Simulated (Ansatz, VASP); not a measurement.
NbAs in VASP and in Ansatz

INCAR

```
SYSTEM = NbAs
  PREC = Accurate
  ENCUT = 520
  EDIFF = 1E-8
  ISMEAR = -1
  SIGMA = 0.08
  LREAL = .False.
  LASPH = .True.
  NELM = 100
  ALGO = Normal
  ISIF = 2
  LWAVE = .False.
  LCHARG = .False.
  LEFG = .True.
  NBANDS = 26
```

Contents of KPOINTS:

```
regular mesh
0
Gamma
  15 15 15
  0 0 0
```

The input POSCAR:

```
NbAs
1.0
   -1.7142667651      1.7142667651      5.8008041881
    1.7142667651     -1.7142667651      5.8008041881
    1.7142667651      1.7142667651     -5.8008041881
Nb As
2 2
Direct
    0.7500000000      0.7500000000      0.0000000000
    0.5000000000      0.0000000000      0.5000000000
    0.1660000000      0.1660000000      0.0000000000
    0.9160000000      0.4160000000      0.5000000000
```

Input for Ansatz:

```yaml
crystal:
  lattice:
    - [-1.7142667651, 1.7142667651, 5.8008041881]
    - [1.7142667651, -1.7142667651, 5.8008041881]
    - [1.7142667651, 1.7142667651, -5.8008041881]
  atoms:
    - { symbol: Nb, position: [0.75, 0.75, 0.0] }
    - { symbol: Nb, position: [0.5, 0.0, 0.5] }
    - { symbol: As, position: [0.166, 0.166, 0.0] }
    - { symbol: As, position: [0.916, 0.416, 0.5] }
kpoints:
  mp_grid: { grid: [15, 15, 15] }
scf:
  occupations: { method: fermi_dirac, width: 0.08 }
hamiltonian:
  xc: lda
  pseudopotentials: { kind: paw }
output:
  forces: true
  stress: true
  eigenvalues: true
  efg: { contact_densities: true }
```

Change from the starting cell: volume scaled by 0.98, PAW files.

Alike in both runs: task electric field gradients; functional LDA; k mesh 15 × 15 × 15; occupations fermi-dirac, width 0.08 eV; no spin polarisation.

|  | VASP | Ansatz |
| --- | --- | --- |
| version | VASP 6.6.1 | Ansatz 0.2.0 |
| potentials or method | VASP PAW LDA potentials, release 64 (Nb_sv, As) | PAW with Ansatz's default frozen-core files, scalar-relativistic |
| plane-wave cutoff (eV) | 520 | 420 |
| valence electrons in the cell | 36 | 56 |

|  | VASP | Ansatz | Ansatz less VASP |
| --- | --- | --- | --- |
| pressure (GPa) | -1.8 | -2.1 | -0.36 |
| traceless stress, the component that is largest in VASP (GPa) | 0.70 | 0.77 | +0.069 |
| rms of the force components (eV/Å) | 0.174 | 0.172 | -0.0023 |
| size of Vzz on the site where it differs most (V/Å²) | 16.1 | 21.0 | +4.88 |

LDA's correlation is that of Perdew and Zunger in VASP and of Perdew and Wang (1992) in Ansatz. Atom by atom the forces differ by 0.002 eV/Å (rms over components). VASP's potentials hold 36 valence electrons a cell and Ansatz's 56, so a difference there can come from the potentials and not from the codes.
